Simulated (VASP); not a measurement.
Write the native input for VASP 6.6.1 that does the following.

| Property | Result |
| --- | --- |
| Task | single point |
| Functional | PBE |
| Dispersion | D3(BJ) |
| Potentials or basis | VASP PAW PBE potentials, release 64 (W_sv, Se) |
| Cutoff | 520 eV |
| k mesh | 6 × 6 × 1 |
| Occupations | gaussian, width 0.1 eV |
| Spin | no spin polarisation |
| Dipole correction | no |
| Further INCAR settings | ALGO = Normal; EDIFF = 1e-06; NBANDS = 20 |

The structure of WSe2 lies in POSCAR:

```
WSe2
1.0
    3.3179375931      0.0000000000      0.0000000000
   -1.6589687966      2.8734182438      0.0000000000
    0.0000000000      0.0000000000     16.6581424200
W Se
1 2
Direct
    0.0000000000      0.0000000000      0.0000000000
    0.3333333300      0.6666666700      0.0997865200
    0.3333333300      0.6666666700      0.9002134800
```

The input as run:

INCAR

```
PREC = Accurate
ENCUT = 520
EDIFF = 1E-6
ISMEAR = 0
SIGMA = 0.1
LREAL = False
LASPH = True
NELM = 60
ALGO = Normal
ISIF = 2
LWAVE = False
LCHARG = False
GGA = PE
IVDW = 12
NBANDS = 20
```

KPOINTS

```
regular mesh
0
Gamma
  6 6 1
```

Potentials or basis: VASP PAW PBE potentials, release 64 (W_sv, Se).

The run is started by

```console
$ cat potpaw_PBE.64/W_sv/POTCAR potpaw_PBE.64/Se/POTCAR > POTCAR
$ mpirun -np 1 vasp_std > vasp.out
```

It gave:

```yaml
Largest_force: 0.234 eV/Å
Band_gap_on_the_k_mesh: 1.52 eV, direct
Dispersion_energy_per_atom: -0.333 eV
```

Caveat: spin-orbit coupling is left out, which moves the levels of the heavy elements.

Wall time 36 s on 1 thread of Intel(R) Xeon(R) Platinum 8488C (Sapphire Rapids) (shared host), peak memory 0.3 GiB.
